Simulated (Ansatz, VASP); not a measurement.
This is a calculation of C for VASP 6.6.1.

File POSCAR:

```
C
1.0
    2.4060863447      0.0000000000      0.0000000000
   -1.2030431724      2.0837318983      0.0000000000
    0.0000000000      0.0000000000     23.6412921296
C
4
Direct
    0.6666666667      0.3333333333      0.5704754400
    0.3333333333      0.6666666667      0.4295245600
    0.0000000000      0.0000000000      0.4295312300
    0.0000000000      0.0000000000      0.5704687700
```

File INCAR.step1:

```
PREC     = Accurate       # precision mode
ENCUT    = 520            # plane-wave cutoff, eV
ISMEAR   = -1             # smearing method
SIGMA    = 0.05           # smearing width, eV
LREAL    = F              # projectors in reciprocal space
LASPH    = T              # aspherical terms in the spheres
NELM     = 60             # most SCF steps
NBANDS   = 16             # bands
GGA      = PE             # functional
ALGO     = Normal         # electronic algorithm
EDIFF    = 1E-4           # SCF threshold, eV
LWAVE    = T              # write WAVECAR
LCHARG   = F              # write CHGCAR
```

Contents of INCAR.step2:

```
PREC     = Accurate       # precision mode
ENCUT    = 520            # plane-wave cutoff, eV
EDIFF    = 1E-6           # SCF threshold, eV
ISMEAR   = -1             # smearing method
SIGMA    = 0.05           # smearing width, eV
LREAL    = F              # projectors in reciprocal space
LASPH    = T              # aspherical terms in the spheres
NELM     = 60             # most SCF steps
ALGO     = Normal         # electronic algorithm
ISIF     = 2              # what is computed and relaxed
LWAVE    = F              # write WAVECAR
LCHARG   = F              # write CHGCAR
METAGGA  = R2SCAN         # meta-GGA
LMIXTAU  = T            
NBANDS   = 16             # bands
ISTART   = 1
```

Contents of KPOINTS:

```
regular mesh
0
Gamma
  12 12 2
```

Potentials or basis: VASP PAW PBE potentials, release 64 (C).

The run is started by

```console
$ cat potpaw_PBE.64/C/POTCAR > POTCAR
$ cp INCAR.step1 INCAR
$ mpirun -np 1 vasp_std > vasp.out
$ cp INCAR.step2 INCAR
$ mpirun -np 1 vasp_std > vasp.out
```

Q: Translate it to Ansatz 0.2.0. Potentials there: Ansatz PAW.

A: As run (the cutoff follows the program's own potentials):

The input input.yaml:

```yaml
crystal:
  lattice:
    - [2.4060863447, 0.0, 0.0]
    - [-1.2030431724, 2.0837318983, 0.0]
    - [0.0, 0.0, 23.6412921296]
  atoms:
    - { symbol: C, position: [0.6666666667, 0.3333333333, 0.57047544] }
    - { symbol: C, position: [0.3333333333, 0.6666666667, 0.42952456] }
    - { symbol: C, position: [0.0, 0.0, 0.42953123] }
    - { symbol: C, position: [0.0, 0.0, 0.57046877] }
hamiltonian:
  xc: r2scan
  pseudopotentials: { kind: paw }
kpoints:
  mp_grid: { grid: [12, 12, 2] }
scf:
  occupations: { method: fermi_dirac, width: 0.05 }
output:
  forces: true
  stress: true
  eigenvalues: true
```

Potentials or basis: Ansatz PAW.

The run is started by

```bash
$ ansatz run input.yaml --threads 1 --pin off --max-ram 3584MiB --backend cpu --events-out ev --progress --plain --runs-dir out
```

Both were run:

|  | VASP | Ansatz | Ansatz less VASP |
| --- | --- | --- | --- |
| gap on the k mesh at the Fermi level (eV) | none | none | - |
| rms of the force components (eV/Å) | 0.013 | 0.013 | -0.0001 |

VASP's potentials were made for PBE, not for r2SCAN. Atom by atom the forces differ by 0.000 eV/Å (rms over components). A gap of «none» marks a metal or a gap that the smearing closes.
